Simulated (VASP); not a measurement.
The system is ZrNbB4.

```
CELL_PARAMETERS angstrom
3.13844 0.00000 0.00000
-1.56922 2.71797 0.00000
0.00000 0.00000 6.88573
ATOMIC_POSITIONS crystal
Zr 0.00000 0.00000 0.50000
Nb 0.00000 0.00000 0.00000
B 0.33333 0.66667 0.75739
B 0.33333 0.66667 0.24261
B 0.66667 0.33333 0.75739
B 0.66667 0.33333 0.24261
```

* Program: VASP 6.6.1
* Task: relaxation of cell and atoms
* Functional: PBEsol
* Potentials or basis: VASP PAW PBE potentials, release 64 (Zr_sv, Nb_sv, B)
* Cutoff: 600 eV
* k mesh: 8 × 8 × 3
* Occupations: methfessel-paxton, width 0.15 eV
* Spin: no spin polarisation

At the start: pressure -6.2 GPa; volume 9.79 Å³/atom.

Task: How do energy, volume and symmetry change on relaxing?

Result: Over 4 steps the energy falls by 6.0 meV/atom and the volume is 9.55 Å³/atom (-2.4 %); space group P6/mmm (No. 191, to 0.05 Å).

The path:
| step | energy change (eV) | largest force (eV/Å) | pressure (GPa) | volume (Å³) |
| --- | --- | --- | --- | --- |
| 1 | 0.0000 | 0.0889 | -6.21 | 58.74 |
| 2 | 0.0128 | 0.0104 | 9.13 | 55.57 |
| 3 | -0.0327 | 0.0557 | 0.44 | 57.25 |
| 4 | -0.0360 | 0.0212 | 0.00 | 57.32 |

Final structure:
```cif
data_structure
_symmetry_space_group_name_H-M 'P 1'
_symmetry_Int_Tables_number 1
_cell_length_a 3.1272
_cell_length_b 3.1272
_cell_length_c 6.7678
_cell_angle_alpha 90.000
_cell_angle_beta 90.000
_cell_angle_gamma 120.000
_cell_volume 57.32
loop_
_atom_site_label
_atom_site_type_symbol
_atom_site_fract_x
_atom_site_fract_y
_atom_site_fract_z
_atom_site_occupancy
Zr1 Zr 0.00000 0.00000 0.50000 1
Nb1 Nb 0.00000 0.00000 0.00000 1
B1 B 0.33333 0.66667 0.75804 1
B2 B 0.33333 0.66667 0.24196 1
B3 B 0.66667 0.33333 0.75804 1
B4 B 0.66667 0.33333 0.24196 1
```

Caveat: the PAW data sets were made with another functional, which shifts forces and pressure a little.
